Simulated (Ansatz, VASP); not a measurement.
Os in VASP and in Ansatz

```
CELL_PARAMETERS angstrom
2.75086 0.00000 0.00000
-1.37543 2.38231 0.00000
0.00000 0.00000 4.35472
ATOMIC_POSITIONS crystal
Os 0.33333 0.66667 0.25000
Os 0.66667 0.33333 0.75000
```

Alike in both runs: task relaxation of cell and atoms; functional PBE; k mesh 18 × 18 × 10; occupations gaussian, width 0.1 eV; no spin polarisation.

|  | VASP | Ansatz |
| --- | --- | --- |
| version | VASP 6.6.1 | Ansatz 0.2.0 |
| potentials or method | VASP PAW PBE potentials, release 64 (Os), cutoff 600 eV | scalar-relativistic, plane waves, PAW |
| valence electrons in the cell | 16 | 32 |

VASP gave:

| Property | Result |
| --- | --- |
| gap on the k mesh at the Fermi level, each at its own relaxed structure (eV) | none |
| relaxed volume (Å³/atom) | 14.27 |
| relaxed cell length with the largest relative difference (Å) | 4.350 |

Task: Estimate Ansatz's values.

Result: gap on the k mesh at the Fermi level, each at its own relaxed structure (eV): none; relaxed volume (Å³/atom): 14.28; relaxed cell length with the largest relative difference (Å): 4.351.

A gap of «none» marks a metal or a gap that the smearing closes. VASP's potentials hold 16 valence electrons a cell and Ansatz's 32, so a difference there can come from the potentials and not from the codes.

Spin-orbit coupling is off throughout.
